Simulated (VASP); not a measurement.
# CdF2 in VASP: notebook

The runs below take CdF2 through single point, with LDA.

Program: VASP 6.6.1. These are calculated values, not measurements. Logs are shortened: lines on timing, memory, paths and dates and some standing lists are left out, and cuts for length are marked.

**1. The cell of the first run**

Symmetry: I4/mmm, No. 139, tetragonal system. The conventional cell has a = 3.734 Å, b = 3.734 Å, c = 5.388 Å, α = 90.00°, β = 90.00°, γ = 90.00°. Cd (site symmetry 4/mmm) has 8 F at 2.30 Å within 3.0 Å. F (site symmetry -4m2) has 4 Cd at 2.30 Å and 6 F at 2.64 to 2.69 Å within 3.0 Å.

**2. Single point, LDA (equal xx and yy strain of -2 %)**

Input file INCAR:

```
SYSTEM = CdF2
ALGO     = Normal         ! electronic algorithm
EDIFF    = 1E-6           ! SCF threshold, eV
ENCUT    = 520            ! plane-wave cutoff, eV
GGA      = CA             ! functional
ISIF     = 2              ! what is computed and relaxed
ISMEAR   = -1             ! smearing method
LASPH    = .True.         ! aspherical terms in the spheres
LCHARG   = .False.        ! write CHGCAR
LREAL    = .False.        ! projectors in reciprocal space
LWAVE    = .False.        ! write WAVECAR
NBANDS   = 20             ! bands
NELM     = 60             ! most SCF steps
PREC     = Accurate       ! precision mode
SIGMA    = 0.02           ! smearing width, eV
```

Input file KPOINTS:

```
k-points
0
Gamma
  8 8 8
  0 0 0
```

Input file POSCAR:

```
CdF2
1.0
    0.0000000000      2.6401200000      2.6940000000
    2.6401200000      0.0000000000      2.6940000000
    2.6401200000      2.6401200000      0.0000000000
Cd F
1 2
Direct
    0.0000000000      0.0000000000      0.0000000000
    0.2500000000      0.2500000000      0.2500000000
    0.7500000000      0.7500000000      0.7500000000
```

Potentials or basis: VASP PAW LDA potentials, release 64 (Cd, F).

Run with:

```console
> cat potpaw_LDA.64/Cd/POTCAR potpaw_LDA.64/F/POTCAR > POTCAR
> mpirun -np 1 vasp_std > vasp.out
```

OUTCAR:

```text
SYSTEM = CdF2
   EDIFF = 1E-6
   ENCUT = 520
   GGA = CA
   ISIF = 2
   ISMEAR = -1
   LASPH = .True.
   LREAL = .False.
   NELM = 60
   PREC = Accurate

 ion  position               nearest neighbor table
   1  0.000  0.000  0.000-   2 2.30   3 2.30   3 2.30   3 2.30   3 2.30   2 2.30   2 2.30   2 2.30

   2  0.250  0.250  0.250-   1 2.30   1 2.30   1 2.30   1 2.30
   3  0.750  0.750  0.750-   1 2.30   1 2.30   1 2.30   1 2.30

  LATTYP: Found a body centered tetragonal cell.
 ALAT       =     3.7336935103
 C/A-ratio  =     1.4430750636

  Lattice vectors:

 A1 = (  -2.6401200000,   0.0000000000,   2.6940000000)
 A2 = (   2.6401200000,   0.0000000000,   2.6940000000)
 A3 = (   0.0000000000,   2.6401200000,  -2.6940000000)

Analysis of symmetry for initial positions (statically):
=====================================================================
 Subroutine PRICEL returns:
 Original cell was already a primitive cell.

 Routine SETGRP: Setting up the symmetry group for a
 body centered tetragonal supercell.

 Subroutine GETGRP returns: Found 16 space group operations
 (whereof 16 operations were pure point group operations)
 out of a pool of 16 trial point group operations.

The static configuration has the point symmetry D_4h.

Analysis of symmetry for dynamics (positions and initial velocities):
=====================================================================
 Subroutine PRICEL returns:
 Original cell was already a primitive cell.

 Routine SETGRP: Setting up the symmetry group for a
 body centered tetragonal supercell.

 Subroutine GETGRP returns: Found 16 space group operations
 (whereof 16 operations were pure point group operations)
 out of a pool of 16 trial point group operations.

The dynamic configuration has the point symmetry D_4h.

 Subroutine INISYM returns: Found 16 space group operations
 (whereof 16 operations are pure point group operations),
 and found     1 'primitive' translations

----------------------------------------------------------------------------------------

                                     Primitive cell

  volume of cell :      37.5556

  direct lattice vectors                    reciprocal lattice vectors
     0.000000000  2.640120000  2.694000000    -0.189385331  0.189385331  0.185597624
     2.640120000  0.000000000  2.694000000     0.189385331 -0.189385331  0.185597624
     2.640120000  2.640120000  0.000000000     0.189385331  0.189385331 -0.185597624

  length of vectors
     3.771984838  3.771984838  3.733693510     0.325852858  0.325852858  0.325852858

  position of ions in fractional coordinates (direct lattice)
     0.000000000  0.000000000  0.000000000
     0.250000000  0.250000000  0.250000000
     0.750000000  0.750000000  0.750000000

  ion indices of the primitive-cell ions
   primitive index   ion index
                 1           1
                 2           2
                 3           3

----------------------------------------------------------------------------------------

 KPOINTS: k-points

Automatic generation of k-mesh.
 Grid dimensions read from file:
 generate k-points for:    8    8    8

 Generating k-lattice:

  Cartesian coordinates                     Fractional coordinates (reciprocal lattice)
    -0.023673166  0.023673166  0.023199703     0.125000000  0.000000000  0.000000000
     0.023673166 -0.023673166  0.023199703     0.000000000  0.125000000  0.000000000
     0.023673166  0.023673166 -0.023199703     0.000000000  0.000000000  0.125000000

  Length of vectors
     0.040731607  0.040731607  0.040731607

  Shift w.r.t. Gamma in fractional coordinates (k-lattice)
     0.000000000  0.000000000  0.000000000

 Subroutine IBZKPT returns following result:
 ===========================================

 Found     59 irreducible k-points:

 Following reciprocal coordinates:
            Coordinates               Weight
  0.000000  0.000000  0.000000      1.000000
  0.125000  0.000000  0.000000      8.000000
  0.250000  0.000000  0.000000      8.000000
  0.375000  0.000000  0.000000      8.000000
  0.500000  0.000000  0.000000      4.000000
  0.125000  0.125000  0.000000      2.000000
[... 16 lines left out ...]
  0.250000  0.000000  0.125000     16.000000
  0.375000  0.000000  0.125000     16.000000
 [... further k-points ...]
   k-points           NKPTS =     59   k-points in BZ     NKDIM =     59   number of bands    NBANDS=     20
   number of dos      NEDOS =    301   number of ions     NIONS =      3
   total plane-waves  NPLWV =  21952
   dimension x,y,z NGX =    28 NGY =   28 NGZ =   28
   dimension x,y,z NGXF=    56 NGYF=   56 NGZF=   56
   ions per type =               1   2
   NGX,Y,Z   is equivalent  to a cutoff of  12.34, 12.34, 12.47 a.u.
   NGXF,Y,Z  is equivalent  to a cutoff of  24.68, 24.68, 24.93 a.u.
 SYSTEM =  CdF2
   PREC   = accura    normal or accurate (medium, high low for compatibility)
   ISTART =      0    job   : 0-new  1-cont  2-samecut
   ICHARG =      2    charge: 1-file 2-atom 10-const
   ISPIN  =      1    spin polarized calculation?
   LNONCOLLINEAR =      F non collinear calculations
   LSORBIT =      F    spin-orbit coupling
   LASPH  =      T    aspherical Exc in radial PAW
   ENCUT  =  520.0 eV  38.22 Ry    6.18 a.u.   7.01  7.01  6.94*2*pi/ulx,y,z
   NELM   =     60;   NELMIN=  2; NELMDL= -5     # of ELM steps
   EDIFF  = 0.1E-05   stopping-criterion for ELM
   LREAL  =      F    real-space projection
   EDIFFG = 0.1E-04   stopping-criterion for IOM
   NSW    =      0    number of steps for IOM
   IBRION =     -1    ionic relax: 0-MD 1-quasi-New 2-CG
   NFREE  =      0    steps in history (QN), initial steepest desc. (CG)
   ISIF   =      2    stress and relaxation
   ISYM   =      2    0-nonsym 1-usesym 2-fastsym
   POTIM  = 0.5000    time-step for ionic-motion
   TEBEG  =    0.0;   TEEND  =   0.0 temperature during run
   PSTRESS=    0.0 pullay stress
   NELECT =      26.0000    total number of electrons
   NUPDOWN=      -1.0000    fix difference up-down
   EMIN   =  10.00;   EMAX   =-10.00  energy-range for DOS
   EFERMI =   0.00;   METHOD = LEGACY
   ISMEAR =    -1;   SIGMA  =   0.02  broadening in eV -4-tet -1-fermi 0-gaus
   EFERMI_NEDOS =   21; number of points for ismear=-14 and -15
   IALGO  =     38    algorithm
   IMIX   =      4    mixing-type and parameters
     AMIX     =   0.40;   BMIX     =  1.00
     AMIX_MAG =   1.60;   BMIX_MAG =  1.00
  volume/ion in A,a.u.               =      12.52        84.48
  Fermi-wavevector in a.u.,A,eV,Ry     =   1.448241  2.736780 28.536904  2.097403
  Thomas-Fermi vector in A             =   2.566105
   LORBIT       =      0    0 simple, 1 ext, 2 COOP (PROOUT), +10 PAW based schemes
   GGA     = CA    functional components
   LHFCALC =     F    Hartree Fock is set to
   AEXX    =    0.0000 exact exchange contribution
   IVDW    =     0    specifies the selected vdW correction
   LEPSILON=     F    determine dielectric tensor
   LRPA    =     F    only Hartree local field effects (RPA)
 non-spin polarized calculation
  energy-cutoff  :      520.00
  volume of cell :       37.56
 maximum number of plane-waves:      1026
   NGX = 13   NGY = 13   NGZ = 13

 number of electron      26.0000014 magnetization

 Free energy of the ion-electron system (eV)
  ---------------------------------------------------
  ext. energy  EPLUGINS =         0.00000000
  ---------------------------------------------------
  free energy    TOTEN  =       -12.73292751 eV

  energy without entropy =      -12.73292751  energy(sigma->0) =      -12.73292751

 E-fermi :  -0.8666     XC(G=0): -11.3473

 val. band max:       -1.3206641175   @ k =  -0.2500   0.2500   0.5000
 cond. band min:       1.5981852432   @ k =   0.0000   0.0000   0.0000
 fundamental gap:      2.9188493607
 Fermi energy:        -0.8665574287

 k-point     1 :       0.0000    0.0000    0.0000
  band No.  band energies     occupation
      1     -22.0257      2.00000
      2     -20.7152      2.00000
      3      -7.1361      2.00000
      4      -7.1285      2.00000
      5      -7.1285      2.00000
      6      -5.6714      2.00000
[... 12 lines left out ...]
     19      18.2569      0.00000
     20      18.7184      0.00000

 k-point     2 :       0.1250    0.0000    0.0000
  band No.  band energies     occupation
      1     -21.9668      2.00000
      2     -20.7693      2.00000
      3      -7.0678      2.00000
      4      -7.0600      2.00000
      5      -6.9419      2.00000
      6      -5.6951      2.00000
[... 12 lines left out ...]
     19      17.8729      0.00000
     20      18.3071      0.00000

 k-point     3 :       0.2500    0.0000    0.0000
  band No.  band energies     occupation
      1     -21.8075      2.00000
      2     -20.9132      2.00000
      3      -6.9151      2.00000
      4      -6.8983      2.00000
      5      -6.4300      2.00000
      6      -5.7149      2.00000
[... 12 lines left out ...]
     19      17.6035      0.00000
     20      18.2017      0.00000

 k-point     4 :       0.3750    0.0000    0.0000
  band No.  band energies     occupation
      1     -21.5891      2.00000
      2     -21.1118      2.00000
      3      -6.7886      2.00000
      4      -6.7589      2.00000
      5      -5.7660      2.00000
      6      -5.6548      2.00000
[... 12 lines left out ...]
     19      17.0662      0.00000
     20      17.7112      0.00000

 k-point     5 :       0.5000    0.0000    0.0000
  band No.  band energies     occupation
      1     -21.3932      2.00000
      2     -21.2979      2.00000
      3      -6.7500      2.00000
      4      -6.7145      2.00000
      5      -5.5915      2.00000
      6      -5.5788      2.00000
[... 12 lines left out ...]
     19      16.8557      0.00000
     20      17.3399      0.00000
[... 353 lines left out ...]
      6      -5.5300      2.00000
[... 12 lines left out ...]
     19      18.1033      0.00000
     20      20.0155      0.00000

 k-point    22 :       0.1250    0.0000    0.1250
  band No.  band energies     occupation
      1     -21.9461      2.00000
      2     -20.7880      2.00000
      3      -7.0380      2.00000
      4      -7.0375      2.00000
      5      -6.8790      2.00000
      6      -5.7686      2.00000
[... 12 lines left out ...]
     19      18.2640      0.00000
     20      18.5687      0.00000

 k-point    23 :       0.2500    0.0000    0.1250
  band No.  band energies     occupation
      1     -21.8223      2.00000
      2     -20.8972      2.00000
      3      -6.8991      2.00000
      4      -6.8905      2.00000
      5      -6.4899      2.00000
      6      -5.8866      2.00000
[... 12 lines left out ...]
     19      18.2845      0.00000
     20      19.5524      0.00000

 k-point    24 :       0.3750    0.0000    0.1250
  band No.  band energies     occupation
      1     -21.6300      2.00000
      2     -21.0675      2.00000
      3      -6.7460      2.00000
      4      -6.7322      2.00000
      5      -5.9263      2.00000
      6      -5.8808      2.00000
[... 12 lines left out ...]
     19      17.7483      0.00000
     20      19.5884      0.00000

 [... further k-points ...]

------------------------ aborting loop because EDIFF is reached ----------------------------------------

  FORCE on cell =-STRESS in cart. coord.  units (eV):
  Direction    XX          YY          ZZ          XY          YZ          ZX
  --------------------------------------------------------------------------------------
  -------------------------------------------------------------------------------------
  Total        0.1590359      0.1590359     -0.3810838      0.0000000     -0.0000000      0.0000000
  in kB        6.7847040      6.7847040    -16.2575881      0.0000000     -0.0000000      0.0000000
  external PRESSURE =      -0.8960600 kB  Pullay stress =       0.0000000 kB

 VOLUME and BASIS-vectors are now :
 -----------------------------------------------------------------------------
  energy-cutoff  :      520.00
  volume of cell :       37.56
      direct lattice vectors                 reciprocal lattice vectors
     0.000000000  2.640120000  2.694000000    -0.189385331  0.189385331  0.185597624
     2.640120000  0.000000000  2.694000000     0.189385331 -0.189385331  0.185597624
     2.640120000  2.640120000  0.000000000     0.189385331  0.189385331 -0.185597624

 POSITION                                       TOTAL-FORCE (eV/Angst)
 -----------------------------------------------------------------------------------
      0.00000      0.00000      0.00000        -0.000000     -0.000000     -0.000000
      1.32006      1.32006      1.34700         0.000000      0.000000     -0.000000
      3.96018      3.96018      4.04100        -0.000000      0.000000      0.000000
 -----------------------------------------------------------------------------------
    total drift:                                0.000000      0.000000      0.000000

  FREE ENERGIE OF THE ION-ELECTRON SYSTEM (eV)
  ---------------------------------------------------
  free  energy   TOTEN  =       -12.7329275052 eV

  energy  without entropy=      -12.7329275052  energy(sigma->0) =      -12.73292751
```

It took 64 s on 1 thread of Intel Xeon 8259CL, shared host; peak memory 0.17 GiB.

What came out:

| Property | Result |
| --- | --- |
| Free energy | -12.7329 eV |
| Pressure | -0.1 GPa |
| Band gap on the k mesh | 2.92 eV (least direct gap 3.32 eV) |

Stress tensor (GPa, compression positive):
```
 0.68  0.00  0.00
 0.00  0.68  0.00
 0.00  0.00 -1.63
```

Caveat: the cell differs from its parent crystal (equal xx and yy strain of -2 %). A k mesh can miss the band edges.

**3. Single point, LDA (equal xx and yy strain of -1 %)**

Input file INCAR:

```
PREC = Accurate
ENCUT = 520
EDIFF = 1E-6
ISMEAR = -1
SIGMA = 0.02
LREAL = F
LASPH = T
NELM = 60
ALGO = Normal
ISIF = 2
LWAVE = F
LCHARG = F
NBANDS = 20
```

Input file KPOINTS:

```
regular mesh
0
Gamma
  8 8 8
```

Input file POSCAR:

```
CdF2
1.0
    0.0000000000      2.6670600000      2.6940000000
    2.6670600000      0.0000000000      2.6940000000
    2.6670600000      2.6670600000      0.0000000000
Cd F
1 2
Direct
    0.0000000000      0.0000000000      0.0000000000
    0.2500000000      0.2500000000      0.2500000000
    0.7500000000      0.7500000000      0.7500000000
```

Potentials or basis: VASP PAW LDA potentials, release 64 (Cd, F).

Run with:

```console
> cat potpaw_LDA.64/Cd/POTCAR potpaw_LDA.64/F/POTCAR > POTCAR
> mpirun -np 1 vasp_std > vasp.out
```

Run time: 61 s. Hardware: 1 thread of Intel Xeon 8259CL, shared host; peak memory 0.17 GiB.

Results (log left out):

* Free energy: -12.7309 eV
* Pressure: -2.5 GPa
* Band gap on the k mesh: 2.86 eV (least direct gap 3.30 eV)

Stress tensor (GPa, compression positive):
```
-2.16  0.00  0.00
 0.00 -2.16  0.00
 0.00  0.00 -3.29
```

Levels at points of the mesh, in eV from the valence-band top:
| k point | band 11 | band 12 | band 13 | band 14 | band 15 | band 16 |
| --- | --- | --- | --- | --- | --- | --- |
| (0.00, 0.00, 0.00) | -0.47 | -0.47 | -0.44 | 2.86 | 12.38 | 12.38 |
| (0.50, 0.00, 0.00) | -1.97 | -0.38 | -0.38 | 7.09 | 8.85 | 14.27 |
| (0.50, 0.50, 0.00) | -0.61 | -0.09 | -0.09 | 7.92 | 9.46 | 11.48 |
| (0.50, 0.00, 0.50) | -0.55 | -0.12 | -0.09 | 7.90 | 9.43 | 11.48 |

Caveat: the cell differs from its parent crystal (equal xx and yy strain of -1 %).

**4. Single point, LDA (equal xx and yy strain of +1 %)**

Input file INCAR:

```
PREC = Accurate
ENCUT = 520
EDIFF = 1E-7
ISMEAR = -1
SIGMA = 0.02
LREAL = False
LASPH = True
NELM = 80
ALGO = Normal
ISIF = 2
LWAVE = False
LCHARG = False
NBANDS = 20
```

Input file KPOINTS:

```
Automatic mesh
0
Gamma
  8 8 8
```

Input file POSCAR:

```
CdF2
1.0
    0.0000000000      2.7209400000      2.6940000000
    2.7209400000      0.0000000000      2.6940000000
    2.7209400000      2.7209400000      0.0000000000
Cd F
1 2
Direct
    0.0000000000      0.0000000000      0.0000000000
    0.2500000000      0.2500000000      0.2500000000
    0.7500000000      0.7500000000      0.7500000000
```

Run with:

```console
> cat potpaw_LDA.64/Cd/POTCAR potpaw_LDA.64/F/POTCAR > POTCAR
> mpirun -np 1 vasp_std > vasp.out
```

Run time: 74 s. Hardware: 1 thread of Intel Xeon 8259CL, shared host; peak memory 0.17 GiB.

It converged, with:

```
Free energy            : -12.6882 eV
Pressure               : -6.7 GPa
Band gap on the k mesh : 2.72 eV (least direct gap 3.22 eV)
```

Stress tensor (GPa, compression positive):
```
-7.06  0.00  0.00
 0.00 -7.06  0.00
 0.00  0.00 -5.97
```

Levels at points of the mesh, in eV from the valence-band top:
| k point | band 9 | band 10 | band 11 | band 12 | band 13 | band 14 | band 15 | band 16 | band 17 | band 18 |
| --- | --- | --- | --- | --- | --- | --- | --- | --- | --- | --- |
| (0.00, 0.00, 0.00) | -0.99 | -0.91 | -0.53 | -0.50 | -0.50 | 2.72 | 12.19 | 12.22 | 12.22 | 16.95 |
| (0.50, 0.00, 0.00) | -2.28 | -1.84 | -1.82 | -0.41 | -0.40 | 6.79 | 8.72 | 13.92 | 14.00 | 17.60 |
| (0.50, 0.50, 0.00) | -2.96 | -2.96 | -0.45 | -0.10 | -0.10 | 7.58 | 9.21 | 11.41 | 13.72 | 13.72 |
| (0.50, 0.00, 0.50) | -2.96 | -2.93 | -0.51 | -0.11 | -0.07 | 7.59 | 9.23 | 11.41 | 13.71 | 13.82 |

Caveat: the cell differs from its parent crystal (equal xx and yy strain of +1 %); the cell stands under tension.

(Continued in part 2 of 2.)
